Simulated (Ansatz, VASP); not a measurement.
# One calculation of PtSe, two programs

```
CELL_PARAMETERS angstrom
0.00000 3.03745 3.03745
3.03745 0.00000 3.03745
3.03745 3.03745 0.00000
ATOMIC_POSITIONS crystal
Pt 0.00000 0.00000 0.00000
Se 0.25000 0.25000 0.25000
```

Alike in both runs: functional r2SCAN; k mesh 8 × 8 × 8; occupations fermi-dirac, width 0.05 eV; no spin polarisation; Hubbard terms Pt d U = 3.0 eV.

```csv
,VASP,Ansatz
version,VASP 6.6.1,Ansatz 0.2.0
potentials or method,"VASP PAW PBE potentials, release 64 (Pt, Se)",Ansatz PAW
plane-wave cutoff (eV),520,500
valence electrons in the cell,16,34
task,single point,projected density of states
```

Ansatz gave:

| Property | Result |
| --- | --- |
| gap on the k mesh at the Fermi level (eV) | none |
| pressure (GPa) | -13.3 |

Q: What did VASP give for the same quantities?

A: gap on the k mesh at the Fermi level (eV): none; pressure (GPa): -14.2.

VASP's potentials were made for PBE, not for r2SCAN. The programs project onto different local orbitals, so the same U acts differently, and such runs can settle in different states. A gap of «none» marks a metal or a gap that the smearing closes. VASP's potentials hold 16 valence electrons a cell and Ansatz's 34, so a difference there can come from the potentials and not from the codes.

Spin-orbit coupling is off throughout.
